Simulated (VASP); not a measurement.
# MgS (Fm-3m) in VASP: elastic constants with r2SCAN

Aim: the elastic constants of MgS with r2SCAN.

Everything below comes from runs of VASP 6.6.1. Logs are shortened: lines on timing, memory, paths and dates and some standing lists are left out, and cuts for length are marked.

### Step 1. The cell of the first run

It takes space group Fm-3m (No. 225, cubic). Conventional cell: a = 5.162 Å, b = 5.162 Å, c = 5.162 Å, α = 90.00°, β = 90.00°, γ = 90.00°. Within 3.4 Å of Mg (site symmetry m-3m) lie 6 S at 2.58 Å. S (site symmetry m-3m) has 6 Mg at 2.58 Å within 3.4 Å.

### Step 2. Elastic constants, r2SCAN

INCAR

```
PREC     = Accurate       # precision mode
ENCUT    = 600            # plane-wave cutoff, eV
EDIFF    = 1E-8           # SCF threshold, eV
ISMEAR   = 0              # smearing method
SIGMA    = 0.01           # smearing width, eV
LREAL    = False          # projectors in reciprocal space
LASPH    = True           # aspherical terms in the spheres
NELM     = 60             # most SCF steps
ALGO     = Normal         # electronic algorithm
ISIF     = 3              # what is computed and relaxed
LWAVE    = False          # write WAVECAR
LCHARG   = False          # write CHGCAR
METAGGA  = R2SCAN         # meta-GGA
LMIXTAU  = True         
IBRION   = 6              # ionic algorithm
NFREE    = 2            
POTIM    = 0.015          # step
NSW      = 1              # ionic steps
```

KPOINTS

```
regular mesh
0
Gamma
  8 8 8
```

POSCAR

```
MgS
1.0
    0.0000000000      2.5808600574      2.5808600574
    2.5808600574      0.0000000000      2.5808600574
    2.5808600574      2.5808600574      0.0000000000
Mg S
1 1
Direct
    0.0000000000      0.0000000000      0.0000000000
    0.5000000000      0.5000000000      0.5000000000
```

Potentials or basis: VASP PAW PBE potentials, release 64 (Mg, S).

Run with:

```sh
cat potpaw_PBE.64/Mg/POTCAR potpaw_PBE.64/S/POTCAR > POTCAR
mpirun -np 1 vasp_std > vasp.out
```

OUTCAR:

```text
PREC = Accurate
   ENCUT = 600
   EDIFF = 1E-8
   ISMEAR = 0
   LREAL = False
   LASPH = True
   NELM = 60
   ISIF = 3
   METAGGA = R2SCAN
   IBRION = 6
   NFREE = 2
   POTIM = 0.015
   NSW = 1

 ion  position               nearest neighbor table
   1  0.000  0.000  0.000-   2 2.58   2 2.58   2 2.58   2 2.58   2 2.58   2 2.58
   2  0.500  0.500  0.500-   1 2.58   1 2.58   1 2.58   1 2.58   1 2.58   1 2.58

  LATTYP: Found a face centered cubic cell.
 ALAT       =     5.1617201148

  Lattice vectors:

 A1 = (   0.0000000000,   2.5808600574,   2.5808600574)
 A2 = (   2.5808600574,   0.0000000000,   2.5808600574)
 A3 = (   2.5808600574,   2.5808600574,   0.0000000000)

Analysis of symmetry for initial positions (statically):
=====================================================================
 Subroutine PRICEL returns:
 Original cell was already a primitive cell.

 Routine SETGRP: Setting up the symmetry group for a
 face centered cubic supercell.

 Subroutine GETGRP returns: Found 48 space group operations
 (whereof 48 operations were pure point group operations)
 out of a pool of 48 trial point group operations.

The static configuration has the point symmetry O_h .

Analysis of symmetry for dynamics (positions and initial velocities):
=====================================================================
 Subroutine PRICEL returns:
 Original cell was already a primitive cell.

 Routine SETGRP: Setting up the symmetry group for a
 face centered cubic supercell.

 Subroutine GETGRP returns: Found 48 space group operations
 (whereof 48 operations were pure point group operations)
 out of a pool of 48 trial point group operations.

The dynamic configuration has the point symmetry O_h .

 Subroutine INISYM returns: Found 48 space group operations
 (whereof 48 operations are pure point group operations),
 and found     1 'primitive' translations

----------------------------------------------------------------------------------------

                                     Primitive cell

  volume of cell :      34.3814

  direct lattice vectors                    reciprocal lattice vectors
     0.000000000  2.580860057  2.580860057    -0.193733867  0.193733867  0.193733867
     2.580860057  0.000000000  2.580860057     0.193733867 -0.193733867  0.193733867
     2.580860057  2.580860057  0.000000000     0.193733867  0.193733867 -0.193733867

  length of vectors
     3.649887296  3.649887296  3.649887296     0.335556901  0.335556901  0.335556901

  position of ions in fractional coordinates (direct lattice)
     0.000000000  0.000000000  0.000000000
     0.500000000  0.500000000  0.500000000

  ion indices of the primitive-cell ions
   primitive index   ion index
                 1           1
                 2           2

----------------------------------------------------------------------------------------

 KPOINTS: regular mesh

Automatic generation of k-mesh.
 Grid dimensions read from file:
 generate k-points for:    8    8    8

 Generating k-lattice:

  Cartesian coordinates                     Fractional coordinates (reciprocal lattice)
    -0.024216733  0.024216733  0.024216733     0.125000000  0.000000000  0.000000000
     0.024216733 -0.024216733  0.024216733     0.000000000  0.125000000  0.000000000
     0.024216733  0.024216733 -0.024216733     0.000000000  0.000000000  0.125000000

  Length of vectors
[... 108 lines left out ...]

  FORCE on cell =-STRESS in cart. coord.  units (eV):
  Direction    XX          YY          ZZ          XY          YZ          ZX
  --------------------------------------------------------------------------------------
  -------------------------------------------------------------------------------------
  Total        0.3321387      0.3321387      0.3321387     -0.0000000      0.0000000      0.0000000
  in kB       15.4777083     15.4777083     15.4777083     -0.0000000      0.0000000      0.0000000
  external PRESSURE =      15.4777083 kB  Pullay stress =       0.0000000 kB
[... 89 lines left out ...]
  FREE ENERGIE OF THE ION-ELECTRON SYSTEM (eV)
  ---------------------------------------------------
  free  energy   TOTEN  =       -15.4989458474 eV

  energy  without entropy=      -15.4989458474  energy(sigma->0) =      -15.49894585

[... ionic steps 4 to 14 ...]

--------------------------------------- Ionic step       15  -------------------------------------------

 number of electron       8.0000000 magnetization

------------------------ aborting loop because EDIFF is reached ----------------------------------------
[... 67 lines left out ...]
--------------------------------------- Ionic step       17  -------------------------------------------

 number of electron       8.0000000 magnetization

 Free energy of the ion-electron system (eV)
  ---------------------------------------------------
  ext. energy  EPLUGINS =         0.00000000
  ---------------------------------------------------
  free energy    TOTEN  =       -15.50782516 eV

  energy without entropy =      -15.50782516  energy(sigma->0) =      -15.50782516

 E-fermi :   3.7515     XC(G=0): -10.1973

 val. band max:        3.7094373821   @ k =   0.0000   0.0000   0.0000
 cond. band min:       7.1946043018   @ k =   0.5000   0.5000   0.0000
 fundamental gap:      3.4851669197
 Fermi energy:         3.7515142075

 k-point     1 :       0.0000    0.0000    0.0000
  band No.  band energies     occupation
      1      -9.6167      2.00000
      2       3.7091      2.00000
      3       3.7094      2.00000
      4       3.7094      2.00000
      5       8.5300      0.00000
      6      12.2224      0.00000
      7      12.2224      0.00000
      8      12.2228      0.00000
[... 243 lines left out ...]
 k-point    24 :      -0.3750    0.2500    0.1250
  band No.  band energies     occupation
      1      -8.0089      2.00000
      2      -0.7583      2.00000
      3       1.4705      2.00000
      4       2.4901      2.00000
      5       9.9859      0.00000
      6      10.5355      0.00000
      7      12.8863      0.00000
      8      14.0542      0.00000

 [... further k-points ...]

------------------------ aborting loop because EDIFF is reached ----------------------------------------

  FORCE on cell =-STRESS in cart. coord.  units (eV):
  Direction    XX          YY          ZZ          XY          YZ          ZX
  --------------------------------------------------------------------------------------
  -------------------------------------------------------------------------------------
  Total        0.3384316      0.3317346      0.3317346      0.0000000     -0.0000000      0.0000000
  in kB       15.7709597     15.4588795     15.4588795      0.0000000     -0.0000000      0.0000000
  external PRESSURE =      15.5629063 kB  Pullay stress =       0.0000000 kB
[... 17 lines left out ...]
  FREE ENERGIE OF THE ION-ELECTRON SYSTEM (eV)
  ---------------------------------------------------
  free  energy   TOTEN  =       -15.5078251646 eV

  energy  without entropy=      -15.5078251646  energy(sigma->0) =      -15.50782516

 INTERNAL STRAIN TENSORS FROM STRAINED CELLS
 ============================================

 INTERNAL STRAIN TENSOR FOR ION    1 for displacements in x,y,z  (eV/Angst):
          X           Y           Z          XY          YZ          ZX
  --------------------------------------------------------------------------------
  x     0.00000    -0.00000    -0.00000     0.00000     0.00000     0.00000
  y     0.00000    -0.00000     0.00000     0.00000    -0.00000     0.00000
  z    -0.00000     0.00000     0.00000     0.00000    -0.00000     0.00000

 INTERNAL STRAIN TENSORS FROM DISPLACED ATOMS
 ============================================

 INTERNAL STRAIN TENSOR FOR ION    1 for displacements in x,y,z  (eV/Angst):
          X           Y           Z          XY          YZ          ZX
  --------------------------------------------------------------------------------
  x     0.00000     0.00000     0.00000     0.00000     0.00000     0.00000
  y     0.00000     0.00000     0.00000     0.00000     0.00000     0.00000
  z     0.00000     0.00000     0.00000     0.00000     0.00000     0.00000

 INTERNAL STRAIN TENSOR FOR ION    2 for displacements in x,y,z  (eV/Angst):
          X           Y           Z          XY          YZ          ZX
  --------------------------------------------------------------------------------
  x     0.00000     0.00000     0.00000     0.00000     0.00000     0.00000
  y     0.00000     0.00000     0.00000     0.00000     0.00000     0.00000
  z     0.00000     0.00000     0.00000     0.00000     0.00000     0.00000

 Eigenvectors and eigenvalues of the dynamical matrix
 ----------------------------------------------------

   1 f  =    7.553388 THz    47.459337 2PiTHz  251.953907 cm-1    31.238289 meV
             X         Y         Z           dx          dy          dz
      0.000000  0.000000  0.000000     0.000000    0.753991    0.000000
      2.580860  2.580860  2.580860     0.000000   -0.656885    0.000000
[... 21 lines left out ...]
   6 f/i=    0.002564 THz     0.016113 2PiTHz    0.085539 cm-1     0.010605 meV
             X         Y         Z           dx          dy          dz
      0.000000  0.000000  0.000000     0.000000    0.000000   -0.656885
      2.580860  2.580860  2.580860     0.000000    0.000000   -0.753991

--------------------------------------------------------------------------------------------------------

 ELASTIC MODULI CONTR FROM IONIC RELAXATION (kBar)
 Direction    XX          YY          ZZ          XY          YZ          ZX
 --------------------------------------------------------------------------------
 XX           0.0000      0.0000      0.0000      0.0000      0.0000      0.0000
 YY           0.0000      0.0000      0.0000      0.0000      0.0000      0.0000
 ZZ           0.0000      0.0000      0.0000      0.0000      0.0000      0.0000
 XY           0.0000      0.0000      0.0000      0.0000      0.0000      0.0000
 YZ           0.0000      0.0000      0.0000      0.0000      0.0000      0.0000
 ZX           0.0000      0.0000      0.0000      0.0000      0.0000      0.0000
 --------------------------------------------------------------------------------

 TOTAL ELASTIC MODULI (kBar)
 Direction    XX          YY          ZZ          XY          YZ          ZX
 --------------------------------------------------------------------------------
 XX        1664.4756    454.8933    454.8933      0.0000      0.0000     -0.0000
 YY         454.8933   1664.4756    454.8933     -0.0000      0.0000      0.0000
 ZZ         454.8933    454.8933   1664.4756     -0.0000     -0.0000     -0.0000
 XY           0.0000     -0.0000     -0.0000    620.9447      0.0000      0.0000
 YZ           0.0000      0.0000     -0.0000      0.0000    620.9447     -0.0000
 ZX          -0.0000      0.0000     -0.0000      0.0000     -0.0000    620.9447
 --------------------------------------------------------------------------------
```

Run time: 33 min. Hardware: 1 thread of Intel Xeon Platinum 8488C (Sapphire Rapids), shared host; peak memory 0.25 GiB.

What came out:

- Elastic constants C11, C12, C44: 166, 45, 62 GPa
- Voigt bulk modulus: 86 GPa
- Highest phonon frequency at Γ, LO-TO splitting left out: 252 cm⁻¹

Phonon frequencies in cm⁻¹ (negative: imaginary):
```
              q point        frequencies
(0.000, 0.000, 0.000)  0 0 0 252 252 252
```

Elastic tensor in Voigt notation (GPa, in the Cartesian axes of the cell as first typed):
```
166  45  45   0   0   0
 45 166  45   0   0   0
 45  45 166   0   0   0
  0   0   0  62   0   0
  0   0   0   0  62   0
  0   0   0   0   0  62
```

Clamped-ion elastic tensor (GPa):
```
166  45  45   0   0   0
 45 166  45   0   0   0
 45  45 166   0   0   0
  0   0   0  62   0   0
  0   0   0   0  62   0
  0   0   0   0   0  62
```

Caveat: the cell is under stress, which shifts elastic constants; the PAW data sets were made with another functional, which shifts forces and pressure a little.
